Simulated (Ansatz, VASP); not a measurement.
**SiC in VASP and in Ansatz**

```
CELL_PARAMETERS angstrom
0.00000 2.23382 2.23382
2.23382 0.00000 2.23382
2.28237 2.28237 -0.04855
ATOMIC_POSITIONS crystal
Si 0.00000 0.00000 0.00000
C 0.75000 0.75000 0.75000
```

Alike in both runs: task single point; functional PBE; k mesh 12 × 12 × 12; occupations gaussian, width 0.05 eV; no spin polarisation.

|  | VASP | Ansatz |
| --- | --- | --- |
| version | VASP 6.6.1 | Ansatz 0.2.0 |
| potentials or method | VASP PAW PBE potentials, release 64 (Si, C), cutoff 520 eV | scalar-relativistic, plane waves, PAW |
| valence electrons in the cell | 8 | 8 |

Ansatz gave:

| Item | Value |
| --- | --- |
| gap on the k mesh at the Fermi level (eV) | 1.38 |
| least direct gap on the mesh (eV) | 4.26 |
| pressure (GPa) | -16.0 |
| traceless stress, the component that is largest in VASP (GPa) | -4.26 |
| rms of the force components (eV/Å) | 0.045 |

Task: What did VASP give for the same quantities?

Result: gap on the k mesh at the Fermi level (eV): 1.38; least direct gap on the mesh (eV): 4.26; pressure (GPa): -16.0; traceless stress, the component that is largest in VASP (GPa): -4.28; rms of the force components (eV/Å): 0.046.

Atom by atom the forces differ by 0.000 eV/Å (rms over components).
